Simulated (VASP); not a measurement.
# NbCuS2 (R-3m) in VASP: further runs

The runs below take NbCuS2 through single point, with PBE+U.

Everything below comes from runs of VASP 6.6.1. Logs are shortened: lines on timing, memory, paths and dates and some standing lists are left out, and cuts for length are marked.

## Step 1: The cell of the first run

It takes space group R-3m (No. 166, trigonal). Conventional cell: a = 3.676 Å, b = 3.676 Å, c = 20.018 Å, α = 90.00°, β = 90.00°, γ = 120.00°. Cu (site symmetry -3m) has 6 S at 2.92 Å and 6 Cu at 3.68 Å within 3.8 Å. Nb (site symmetry -3m) has 6 S at 2.51 Å within 3.3 Å. S (site symmetry 3m) has 3 Nb at 2.51 Å and 3 Cu at 2.92 Å and 3 S at 3.41 Å within 3.5 Å.

## Step 2: Single point, PBE+U, collinear spin

File INCAR:

```
PREC = Accurate
ENCUT = 520
EDIFF = 1E-7
ISMEAR = 0
SIGMA = 0.05
LREAL = F
LASPH = T
NELM = 150
ALGO = Normal
ISIF = 2
LWAVE = F
LCHARG = F
ISPIN = 2
MAGMOM = 0 2 0 0
LORBIT = 11
LMAXMIX = 4
LDAU = T
LDAUTYPE = 2
LDAUL = -1 2 -1
LDAUU = 0 8 0
LDAUJ = 0 0 0
LDAUPRINT = 1
GGA = PE
NBANDS = 30
```

File KPOINTS:

```
regular mesh
0
Gamma
  6 6 6
```

File POSCAR:

```
NbCuS2
1.0
    1.8379937100      1.0611661600      6.6726185300
   -1.8379937100      1.0611661600      6.6726185300
    0.0000000000     -2.1223323200      6.6726185300
Cu Nb S
1 1 2
Direct
    0.5000000000      0.5000000000      0.5000000000
    0.0000000000      0.0000000000      0.0000000000
    0.2667000000      0.2667000000      0.2667000000
    0.7333000000      0.7333000000      0.7333000000
```

Potentials or basis: VASP PAW PBE potentials, release 64 (Cu, Nb_sv, S).

Launch:

```sh
$ cat potpaw_PBE.64/Cu/POTCAR potpaw_PBE.64/Nb_sv/POTCAR potpaw_PBE.64/S/POTCAR > POTCAR
$ mpirun -np 1 vasp_std > vasp.out
```

OUTCAR:

```text
PREC = Accurate
   ENCUT = 520
   EDIFF = 1E-7
   ISMEAR = 0
   LREAL = F
   LASPH = T
   NELM = 150
   ISIF = 2
   ISPIN = 2
   LORBIT = 11
   GGA = PE

 ion  position               nearest neighbor table
   1  0.500  0.500  0.500-
   2  0.000  0.000  0.000-   4 2.51   3 2.51   4 2.51   4 2.51   3 2.51   3 2.51
   3  0.267  0.267  0.267-   2 2.51   2 2.51   2 2.51
   4  0.733  0.733  0.733-   2 2.51   2 2.51   2 2.51

  LATTYP: Found a trigonal (rhomboedric) cell.
 ALAT       =     7.0020091791
 COS(alpha) =     0.8621925540

  Lattice vectors:

 A1 = (   1.8379937100,   1.0611661600,   6.6726185300)
 A2 = (  -1.8379937100,   1.0611661600,   6.6726185300)
 A3 = (   0.0000000000,  -2.1223323200,   6.6726185300)

Analysis of symmetry for initial positions (statically):
=====================================================================
 Subroutine PRICEL returns:
 Original cell was already a primitive cell.

 Routine SETGRP: Setting up the symmetry group for a
 trigonal (rhombohedral) supercell.

 Subroutine GETGRP returns: Found 12 space group operations
 (whereof 12 operations were pure point group operations)
 out of a pool of 12 trial point group operations.

The static configuration has the point symmetry D_3d.

Analysis of symmetry for dynamics (positions and initial velocities):
=====================================================================
 Subroutine PRICEL returns:
 Original cell was already a primitive cell.

 Routine SETGRP: Setting up the symmetry group for a
 trigonal (rhombohedral) supercell.

 Subroutine GETGRP returns: Found 12 space group operations
 (whereof 12 operations were pure point group operations)
 out of a pool of 12 trial point group operations.

The dynamic configuration has the point symmetry D_3d.

Analysis of structural, dynamic, and magnetic symmetry:
=====================================================================
 Subroutine PRICEL returns:
 Original cell was already a primitive cell.

 Routine SETGRP: Setting up the symmetry group for a
 trigonal (rhombohedral) supercell.

 Subroutine GETGRP returns: Found 12 space group operations
 (whereof 12 operations were pure point group operations)
 out of a pool of 12 trial point group operations.

The overall configuration has the point symmetry D_3d.

 Subroutine INISYM returns: Found 12 space group operations
 (whereof 12 operations are pure point group operations),
 and found     1 'primitive' translations

----------------------------------------------------------------------------------------

                                     Primitive cell

  volume of cell :      78.0863

  direct lattice vectors                    reciprocal lattice vectors
     1.837993710  1.061166160  6.672618530     0.272035751  0.157059915  0.049955401
    -1.837993710  1.061166160  6.672618530    -0.272035751  0.157059915  0.049955401
     0.000000000 -2.122332320  6.672618530     0.000000000 -0.314119830  0.049955401

  length of vectors
     7.002009179  7.002009179  7.002009178     0.318067303  0.318067303  0.318067303

  position of ions in fractional coordinates (direct lattice)
     0.500000000  0.500000000  0.500000000
     0.000000000  0.000000000  0.000000000
     0.266700000  0.266700000  0.266700000
     0.733300000  0.733300000  0.733300000
[... 80 lines left out ...]
   LREAL  =      F    real-space projection
   EDIFFG = 0.1E-05   stopping-criterion for IOM
   NSW    =      0    number of steps for IOM
   IBRION =     -1    ionic relax: 0-MD 1-quasi-New 2-CG
   NFREE  =      0    steps in history (QN), initial steepest desc. (CG)
   ISIF   =      2    stress and relaxation
   ISYM   =      2    0-nonsym 1-usesym 2-fastsym
   POTIM  = 0.5000    time-step for ionic-motion
   TEBEG  =    0.0;   TEEND  =   0.0 temperature during run
   PSTRESS=    0.0 pullay stress
   NELECT =      36.0000    total number of electrons
   NUPDOWN=      -1.0000    fix difference up-down
   EMIN   =  10.00;   EMAX   =-10.00  energy-range for DOS
   EFERMI =   0.00;   METHOD = LEGACY
   ISMEAR =     0;   SIGMA  =   0.05  broadening in eV -4-tet -1-fermi 0-gaus
   EFERMI_NEDOS =   21; number of points for ismear=-14 and -15
   IALGO  =     38    algorithm
   IMIX   =      4    mixing-type and parameters
     AMIX     =   0.40;   BMIX     =  1.00
     AMIX_MAG =   1.60;   BMIX_MAG =  1.00
  volume/ion in A,a.u.               =      19.52       131.74
  Fermi-wavevector in a.u.,A,eV,Ry     =   1.264690  2.389917 21.761706  1.599440
  Thomas-Fermi vector in A             =   2.397982
   LORBIT       =     11    0 simple, 1 ext, 2 COOP (PROOUT), +10 PAW based schemes
 LDA+U is selected, type is set to LDAUTYPE =  2
   angular momentum for each species LDAUL =    -1    2   -1
   U (eV)           for each species LDAUU =   0.0  8.0  0.0
   J (eV)           for each species LDAUJ =   0.0  0.0  0.0
   GGA     = PE    functional components
   LHFCALC =     F    Hartree Fock is set to
   AEXX    =    0.0000 exact exchange contribution
   IVDW    =     0    specifies the selected vdW correction
   LEPSILON=     F    determine dielectric tensor
   LRPA    =     F    only Hartree local field effects (RPA)
 spin polarized calculation
 Gauss-broadening in eV      SIGMA  =   0.05
  energy-cutoff  :      520.00
  volume of cell :       78.09
 maximum number of plane-waves:      2126
 NGX is ok and might be reduce to    54
   NGX = 27   NGY = 27   NGZ = 27

atom =   2  type =  2  l = 2

 onsite density matrix

spin component  1

  0.2914 -0.0000 -0.0000 -0.1599  0.0000
 -0.0000  0.3466  0.0000 -0.0000 -0.1599
 -0.0000  0.0000  0.4734 -0.0000 -0.0000
 -0.1599 -0.0000 -0.0000  0.3466 -0.0000
  0.0000 -0.1599 -0.0000 -0.0000  0.2914

spin component  2

  0.0712  0.0000  0.0000  0.0485 -0.0000
  0.0000  0.0866 -0.0000 -0.0000  0.0485
  0.0000 -0.0000  0.0260  0.0000 -0.0000
  0.0485 -0.0000  0.0000  0.0866  0.0000
 -0.0000  0.0485 -0.0000  0.0000  0.0712

 occupancies and eigenvectors

  o =  0.0260  v =  0.0000  0.0000  0.0000  0.0000  0.0000 -0.0000 -0.0000  1.0000  0.0000  0.0000      0.0000  0.0000  0.0000  0.0000  0.0000  0.0000  0.0000  0.0000  0.0000  0.0000
  o =  0.0298  v =  0.0000  0.0000  0.0000  0.0000  0.0000  0.0000 -0.6490 -0.0000 -0.0000  0.7608      0.0000  0.0000  0.0000  0.0000  0.0000  0.0000  0.0000  0.0000  0.0000  0.0000
  o =  0.0298  v =  0.0000  0.0000  0.0000  0.0000  0.0000 -0.7608 -0.0000 -0.0000  0.6490  0.0000      0.0000  0.0000  0.0000  0.0000  0.0000  0.0000  0.0000  0.0000  0.0000  0.0000
  o =  0.1280  v =  0.0000  0.0000  0.0000  0.0000  0.0000 -0.0000 -0.7608  0.0000 -0.0000 -0.6490      0.0000  0.0000  0.0000  0.0000  0.0000  0.0000  0.0000  0.0000  0.0000  0.0000
  o =  0.1280  v =  0.0000  0.0000  0.0000  0.0000  0.0000 -0.6490  0.0000 -0.0000 -0.7608  0.0000      0.0000  0.0000  0.0000  0.0000  0.0000  0.0000  0.0000  0.0000  0.0000  0.0000
  o =  0.1568  v =  0.0000 -0.6442 -0.0000  0.0000 -0.7649  0.0000  0.0000  0.0000  0.0000  0.0000      0.0000  0.0000  0.0000  0.0000  0.0000  0.0000  0.0000  0.0000  0.0000  0.0000
  o =  0.1568  v = -0.7649  0.0000 -0.0000 -0.6442  0.0000  0.0000  0.0000  0.0000  0.0000  0.0000      0.0000  0.0000  0.0000  0.0000  0.0000  0.0000  0.0000  0.0000  0.0000  0.0000
  o =  0.4734  v =  0.0000  0.0000 -1.0000  0.0000 -0.0000  0.0000  0.0000  0.0000  0.0000  0.0000      0.0000  0.0000  0.0000  0.0000  0.0000  0.0000  0.0000  0.0000  0.0000  0.0000
  o =  0.4812  v =  0.0000 -0.7649 -0.0000  0.0000  0.6442  0.0000  0.0000  0.0000  0.0000  0.0000      0.0000  0.0000  0.0000  0.0000  0.0000  0.0000  0.0000  0.0000  0.0000  0.0000
  o =  0.4812  v =  0.6442  0.0000 -0.0000 -0.7649  0.0000  0.0000  0.0000  0.0000  0.0000  0.0000      0.0000  0.0000  0.0000  0.0000  0.0000  0.0000  0.0000  0.0000  0.0000  0.0000

 number of electron      36.0000007 magnetization       1.9999841

 Free energy of the ion-electron system (eV)
  ---------------------------------------------------
  ext. energy  EPLUGINS =         0.00000000
  ---------------------------------------------------
  free energy    TOTEN  =       -16.99955391 eV

  energy without entropy =      -16.99569881  energy(sigma->0) =      -16.99762636

 E-fermi :   6.6635     XC(G=0): -10.3182

 val. band max:        6.6486132011   @ k =   0.5000   0.1667   0.1667
 cond. band min:       6.6659559889   @ k =   0.3333   0.3333  -0.0000
 fundamental gap:      0.0173427879
 Fermi energy:         6.6634639312

 spin component 1

 k-point     1 :       0.0000    0.0000    0.0000
  band No.  band energies     occupation
      1     -50.4872      1.00000
      2     -26.5666      1.00000
      3     -26.5666      1.00000
      4     -26.5309      1.00000
      5      -7.9209      1.00000
      6      -6.4030      1.00000
[... 1577 lines left out ...]
     29      16.0054      0.00000
     30      16.7676      0.00000

 [... further k-points ...]

------------------------ aborting loop because EDIFF is reached ----------------------------------------

  FORCE on cell =-STRESS in cart. coord.  units (eV):
  Direction    XX          YY          ZZ          XY          YZ          ZX
  --------------------------------------------------------------------------------------
  -------------------------------------------------------------------------------------
  Total        1.5306222      1.5306222      2.0258356      0.0000000     -0.0000000      0.0000000
  in kB       31.4053490     31.4053488     41.5661515      0.0000000     -0.0000000      0.0000000
  external PRESSURE =      34.7922831 kB  Pullay stress =       0.0000000 kB

 VOLUME and BASIS-vectors are now :
 -----------------------------------------------------------------------------
  energy-cutoff  :      520.00
  volume of cell :       78.09
      direct lattice vectors                 reciprocal lattice vectors
     1.837993710  1.061166160  6.672618530     0.272035751  0.157059915  0.049955401
    -1.837993710  1.061166160  6.672618530    -0.272035751  0.157059915  0.049955401
     0.000000000 -2.122332320  6.672618530     0.000000000 -0.314119830  0.049955401

 POSITION                                       TOTAL-FORCE (eV/Angst)
 -----------------------------------------------------------------------------------
      0.00000      0.00000     10.00893        -0.000000     -0.000000      0.000000
      0.00000      0.00000      0.00000         0.000000     -0.000000      0.000000
      0.00000      0.00000      5.33876         0.000000     -0.000000     -2.597863
      0.00000      0.00000     14.67909         0.000000      0.000000      2.597863
 -----------------------------------------------------------------------------------
    total drift:                                0.000000      0.000000      0.000000

  FREE ENERGIE OF THE ION-ELECTRON SYSTEM (eV)
  ---------------------------------------------------
  free  energy   TOTEN  =       -16.9995539134 eV

  energy  without entropy=      -16.9956988096  energy(sigma->0) =      -16.99762636

 total charge

# of ion       s       p       d       tot
------------------------------------------
    1        0.215   0.089   9.390   9.693
    2        2.168   6.029   2.070  10.267
    3        1.327   2.447   0.000   3.774
    4        1.327   2.447   0.000   3.774
--------------------------------------------------
tot          5.037  11.012  11.459  27.509

 magnetization (x)

# of ion       s       p       d       tot
------------------------------------------
    1        0.058   0.001   0.012   0.070
    2        0.022   0.011   1.393   1.426
    3       -0.001  -0.038   0.000  -0.039
    4       -0.001  -0.038   0.000  -0.039
--------------------------------------------------
tot          0.078  -0.065   1.405   1.419
```

It took 26 min on 1 thread of Intel Xeon Platinum 8259CL at 2.50GHz (Skylake/Cascade Lake), shared host; peak memory 0.59 GiB.

Results:

* Free energy: -16.9996 eV
* Pressure: 3.5 GPa
* Largest force: 2.598 eV/Å
* Band gap on the k mesh: zero (filled and empty bands overlap)
* Net moment: 2.00 μB per cell
* Site moments: Cu +0.07; Nb +1.43; S -0.04 μB
* Valence electrons inside the program's atomic spheres: Cu 9.69; Nb 10.27; S 3.77

Forces in eV/Å, atoms in the order of the input:
```
Cu   0.000  0.000  0.000
Nb   0.000  0.000  0.000
S    0.000  0.000 -2.598
S    0.000  0.000  2.598
```

Stress tensor (GPa, compression positive):
```
3.14 0.00 0.00
0.00 3.14 0.00
0.00 0.00 4.16
```

Eigenvalues of the final occupation matrices:
| site | spin | trace | eigenvalues |
| --- | --- | --- | --- |
| site 2 d | 1 | 1.75 | 0.16 0.16 0.47 0.48 0.48 |
| site 2 d | 2 | 0.34 | 0.03 0.03 0.03 0.13 0.13 |

Caveat: the cell stands under pressure; a cell with one magnetic atom can't hold antiferromagnetic order, which such compounds often take; forces of over 1 eV/Å act on the atoms, so gaps and moduli don't describe the material at rest.

[end of part 1 of 2]
